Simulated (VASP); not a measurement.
Wanted: the native input for a VASP 6.6.1 run.

```
Task                   : relaxation of shape and atoms at fixed volume
Functional             : revPBE
Dispersion             : D4
Potentials or basis    : VASP PAW PBE potentials, release 64 (Mo_sv, S)
Cutoff                 : 500 eV
k mesh                 : 8 × 8 × 2
Occupations            : gaussian, width 0.05 eV
Spin                   : collinear spin
Starting moments       : [0.05, 0.05, 0.0, 0.0, 0.0, 0.0] μB
Dipole correction      : no
Further INCAR settings : ALGO = Normal; EDIFF = 1e-07; IBRION = 2; EDIFFG = -0.04; NSW = 60; ISIF = 4
```

The structure of MoS2 lies in POSCAR:

```
MoS2
1.0
    3.1067309837      0.0000000000      0.0000000000
   -1.5533654918      2.6905079546      0.0000000000
    0.0000000000      0.0000000000     11.9304654516
Mo S
2 4
Direct
    0.3333333333      0.6666666667      0.2500000000
    0.6666666667      0.3333333333      0.7500000000
    0.3333333333      0.6666666667      0.6208522747
    0.6666666667      0.3333333333      0.1208522747
    0.3333333333      0.6666666667      0.8791477253
    0.6666666667      0.3333333333      0.3791477253
```

These files were run (other wordings do the same):

INCAR

```
PREC = Accurate
ENCUT = 500
EDIFF = 1E-7
ISMEAR = 0
SIGMA = 0.05
LREAL = False
LASPH = True
NELM = 200
ALGO = Normal
ISIF = 4
LWAVE = False
LCHARG = False
ISPIN = 2
MAGMOM = 0.05 0.05 0 0 0 0
LORBIT = 11
LMAXMIX = 4
GGA = RE
IVDW = 13
IBRION = 2
NSW = 60
EDIFFG = -0.04
GGA_COMPAT = False
NELMIN = 4
```

KPOINTS

```
Automatic mesh
0
Gamma
  8 8 2
```

Potentials or basis: VASP PAW PBE potentials, release 64 (Mo_sv, S).

The run is started by

```bash
$ cat potpaw_PBE.64/Mo_sv/POTCAR potpaw_PBE.64/S/POTCAR > POTCAR
$ mpirun -np 1 vasp_std > vasp.out
```

Results of the run:

```
Energy gained by relaxing                             : 12.4 meV/atom
Ionic steps                                           : 5
Pressure after relaxing                               : 0.7 GPa
Band gap on the k mesh                                : 0.77 eV (least direct gap 2.00 eV)
Net moment                                            : 0.00 μB per cell
Valence electrons inside the program's atomic spheres : Mo 12.51; S 3.73
Dispersion energy per atom                            : -0.839 eV
```

Caveat: the PAW data sets were made with another functional, which shifts forces and pressure a little.

Wall time 3.6 min on 1 thread of Intel(R) Xeon(R) 6975P-C (Granite Rapids), with other jobs on the host, peak memory 0.31 GiB.
